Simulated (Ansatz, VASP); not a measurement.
Pb in VASP and in Ansatz

```
Pb
1.0
     0.00000    2.41513    2.41513
     2.41513    0.00000    2.41513
     2.41513    2.41513    0.00000
Pb
1
Direct
  0.00000 0.00000 0.00000
```

Change from the starting cell: volume scaled by 0.88, LAPW.

Alike in both runs: task single point; functional PBE; k mesh 14 × 14 × 14; occupations fermi-dirac, width 0.05 eV; no spin polarisation.

```csv
,VASP,Ansatz
version,VASP 6.6.1,Ansatz 0.2.0
potentials or method,"VASP PAW PBE potentials, release 64 (Pb_d), cutoff 500 eV","all-electron LAPW, scalar-relativistic"
```

|  | VASP | Ansatz | Ansatz less VASP |
| --- | --- | --- | --- |
| pressure (GPa) | 6.9 | 6.9 | +0.08 |

Ansatz ran all-electron here, and VASP with PAW potentials.

Neither program's run includes spin-orbit coupling.
